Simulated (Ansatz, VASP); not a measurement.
# SnSe in VASP and in Ansatz

INCAR

```
SYSTEM = SnSe
PREC = Accurate
ENCUT = 520
EDIFF = 1E-6
ISMEAR = 0
SIGMA = 0.05
LREAL = .False.
LASPH = .True.
NELM = 60
ALGO = Normal
ISIF = 2
LWAVE = .False.
LCHARG = .False.
NBANDS = 17
```

Contents of KPOINTS:

```
Automatic mesh
0
Gamma
  8 8 8
  0 0 0
```

POSCAR

```
SnSe
1.0
    0.0000000000      3.0100000000      3.0100000000
    3.0100000000      0.0000000000      3.0100000000
    3.0100000000      3.0100000000      0.0000000000
Sn Se
1 1
Direct
   -0.0332225914     -0.0332225914     -0.0137612479
    0.5000000000      0.5000000000      0.5000000000
```

Input for Ansatz:

```yaml
crystal:
  lattice:
    - [0.0, 3.01, 3.01]
    - [3.01, 0.0, 3.01]
    - [3.01, 3.01, 0.0]
  atoms:
    - { symbol: Sn, position: [-0.0332225914, -0.0332225914, -0.0137612479] }
    - { symbol: Se, position: [0.5, 0.5, 0.5] }
basis:
  ecutwfc: 420
kpoints:
  mp_grid: { grid: [8, 8, 8] }
hamiltonian:
  xc: lda
scf:
  occupations: { method: gaussian, width: 0.05 }
output:
  forces: true
  stress: true
  eigenvalues: true
```

Alike in both runs: task single point; functional LDA; k mesh 8 × 8 × 8; occupations gaussian, width 0.05 eV; no spin polarisation.

```csv
,VASP,Ansatz
version,VASP 6.6.1,Ansatz 0.2.0
potentials or method,"VASP PAW LDA potentials, release 64 (Sn_d, Se), cutoff 520 eV","scalar-relativistic, plane waves, PAW"
valence electrons in the cell,20,30
```

VASP gave:

| Item | Value |
| --- | --- |
| gap on the k mesh at the Fermi level (eV) | 0.53 |
| least direct gap on the mesh (eV) | 0.53 |
| pressure (GPa) | -2.1 |
| traceless stress, the component that is largest in VASP (GPa) | 0.39 |
| rms of the force components (eV/Å) | 0.098 |

Task: What did Ansatz give for the same quantities?

Result: gap on the k mesh at the Fermi level (eV): 0.51; least direct gap on the mesh (eV): 0.51; pressure (GPa): -2.2; traceless stress, the component that is largest in VASP (GPa): 0.38; rms of the force components (eV/Å): 0.090.

LDA's correlation is that of Perdew and Zunger in VASP and of Perdew and Wang (1992) in Ansatz. Atom by atom the forces differ by 0.008 eV/Å (rms over components). VASP's potentials hold 20 valence electrons a cell and Ansatz's 30, so a difference there can come from the potentials and not from the codes.
